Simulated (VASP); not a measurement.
# Pb: single point with LDA

Crystal: Pb.

```
Pb
1.0
     3.26759    0.00000    0.00000
    -1.63379    2.82981    0.00000
     0.00000    0.00000    5.45204
Pb
2
Cartesian
  0.0000 1.8865 1.3630
  1.6338 0.9433 4.0890
```

This isn't the form of Pb at room conditions, which is fcc.

* Program: VASP 6.6.1
* Task: single point
* Functional: LDA
* Potentials or basis: VASP PAW LDA potentials, release 64 (Pb_d)
* Cutoff: 520 eV
* k mesh: 16 × 16 × 10
* Occupations: fermi-dirac, width 0.08 eV
* Spin: no spin polarisation

```yaml
Pressure: 10.1 GPa
Band_gap_on_the_k_mesh: zero (bands 14 and 15 overlap by 9.05 eV)
```

Levels at points of the mesh, in eV from the Fermi level:
| k point | band 12 | band 13 | band 14 | band 15 | band 16 | band 17 |
| --- | --- | --- | --- | --- | --- | --- |
| (0.00, 0.00, 0.00) | -8.56 | -5.24 | 6.92 | 6.92 | 8.46 | 9.06 |
| (0.50, 0.00, 0.00) | -7.30 | -3.25 | -1.96 | -0.73 | 1.87 | 2.41 |
| (0.00, 0.00, 0.50) | -11.74 | 0.77 | 0.77 | 7.90 | 7.90 | 7.90 |
| (0.50, 0.00, 0.50) | -7.54 | -4.54 | -4.54 | 4.04 | 4.04 | 4.05 |

Run time: 2.6 min on 1 thread of Intel Xeon 8259CL (shared host), peak memory 0.26 GiB.

Caveat: the cell stands under pressure; spin-orbit coupling is left out, which moves the levels of the heavy elements.
